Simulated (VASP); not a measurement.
Wanted: the native input for a VASP 6.6.1 run.

* Task: single point
* Functional: PBE
* Potentials or basis: VASP PAW PBE potentials, release 64 (Ba_sv, Ir)
* Cutoff: 520 eV
* k mesh: 8 × 8 × 8
* Occupations: gaussian, width 0.05 eV
* Spin: no spin polarisation
* Dipole correction: no
* Further INCAR settings: ALGO = Fast; EDIFF = 1e-06; NBANDS = 26

The structure of BaIr3 lies in POSCAR:

```
BaIr3
1.0
    4.2766471931      0.0000000000      0.0000000000
    0.0000000000      4.2766471931      0.0000000000
    0.0000000000      0.0000000000      4.2766471931
Ba Ir
1 3
Direct
    0.0000000000      0.0000000000      0.0000000000
    0.0000000000      0.5000000000      0.5000000000
    0.5000000000      0.5000000000      0.0000000000
    0.5000000000      0.0000000000      0.5000000000
```

This cell differs from its parent crystal: volume scaled by 1.040.

The input as run:

INCAR

```
  PREC = Accurate
  ENCUT = 520
  EDIFF = 1E-6
  ISMEAR = 0
  SIGMA = 0.05
  LREAL = F
  LASPH = T
  NELM = 100
  ALGO = Fast
  ISIF = 2
  LWAVE = F
  LCHARG = F
  GGA = PE
  NBANDS = 26
```

KPOINTS

```
Automatic mesh
0
Gamma
  8 8 8
```

Potentials or basis: VASP PAW PBE potentials, release 64 (Ba_sv, Ir).

The run is started by

```bash
$ cat potpaw_PBE.64/Ba_sv/POTCAR potpaw_PBE.64/Ir/POTCAR > POTCAR
$ mpirun -np 1 vasp_std > vasp.out
```

Results of the run:

```yaml
Pressure: -1.7 GPa
```

It took 26 s on 1 thread of Intel(R) Xeon(R) 6975P-C (Granite Rapids), on a shared host, peak memory 0.22 GiB.
